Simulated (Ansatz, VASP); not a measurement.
**Bi: VASP beside Ansatz**

```
Bi
1.0
     5.70656    0.00000    0.00000
    -2.85328    4.94203    0.00000
     0.00000    0.00000    3.35366
Bi
3
Direct
  0.00000 0.00000 0.00000
  0.33333 0.66667 0.50000
  0.66667 0.33333 0.50000
```

Alike in both runs: functional r2SCAN; k mesh 7 × 7 × 9; occupations fermi-dirac, width 0.1 eV; no spin polarisation.

Ansatz relaxed the structure, and its values are those at the end. VASP's run is a single point on that final structure, the one shown.

```csv
,VASP,Ansatz
version,VASP 6.6.1,Ansatz 0.2.0
potentials or method,"VASP PAW PBE potentials, release 64 (Bi_d), cutoff 550 eV","plane waves (500 eV) with PAW, scalar-relativistic"
valence electrons in the cell,45,45
```

```tsv
	VASP	Ansatz	Ansatz less VASP
pressure (GPa)	0.0	0.0	+0.03
```

VASP's potentials were made for PBE, not for r2SCAN.

Neither program's run includes spin-orbit coupling.
